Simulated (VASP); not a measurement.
Set up this calculation in VASP 6.6.1, as the native input.

| Property | Result |
| --- | --- |
| Task | single point |
| Functional | r2SCAN |
| Potentials or basis | VASP PAW PBE potentials, release 64 (Cl) |
| Cutoff | 520 eV |
| k mesh | 9 × 9 × 9 |
| Occupations | fermi-dirac, width 0.05 eV |
| Spin | no spin polarisation |
| Dipole correction | no |
| Further INCAR settings | ALGO = Normal; EDIFF = 1e-06; NBANDS = 10 |

Crystal: Cl.

```
Cl
1.0
     0.00000    2.17849    2.17849
     2.17849    0.00000    2.17849
     2.17849    2.17849    0.00000
Cl
1
Direct
  0.00000 0.00000 0.00000
```

The input as run:

POSCAR

```
Cl
1.0
    0.0000000000      2.1784908924      2.1784908924
    2.1784908924      0.0000000000      2.1784908924
    2.1784908924      2.1784908924      0.0000000000
Cl
1
Direct
    0.0000000000      0.0000000000      0.0000000000
```

INCAR.step1

```
  ALGO = Normal
  EDIFF = 1E-4
  ENCUT = 520
  GGA = PE
  ISMEAR = -1
  LASPH = T
  LCHARG = F
  LREAL = F
  LWAVE = T
  NBANDS = 10
  NELM = 100
  PREC = Accurate
  SIGMA = 0.05
```

INCAR.step2

```
  ALGO = Normal
  EDIFF = 1E-6
  ENCUT = 520
  ISIF = 2
  ISMEAR = -1
  ISTART = 1
  LASPH = T
  LCHARG = F
  LMIXTAU = T
  LREAL = F
  LWAVE = F
  METAGGA = R2SCAN
  NBANDS = 10
  NELM = 100
  PREC = Accurate
  SIGMA = 0.05
```

KPOINTS

```
k-points
0
Gamma
  9 9 9
```

Potentials or basis: VASP PAW PBE potentials, release 64 (Cl).

Run with:

```sh
$ cat potpaw_PBE.64/Cl/POTCAR > POTCAR
$ cp INCAR.step1 INCAR
$ mpirun -np 1 vasp_std > vasp.out
$ cp INCAR.step2 INCAR
$ mpirun -np 1 vasp_std > vasp.out
```

Results of the run:

```yaml
Pressure: -0.1 GPa
```

Caveat: the PAW data sets were made with another functional, which shifts forces and pressure a little; an odd number of electrons without spin polarisation forces a metal; a magnetic or distorted state may lie lower.

It took 12 s on 1 thread of Intel(R) Xeon(R) 6975P-C (Granite Rapids), with other jobs on the host, peak memory 0.13 GiB.
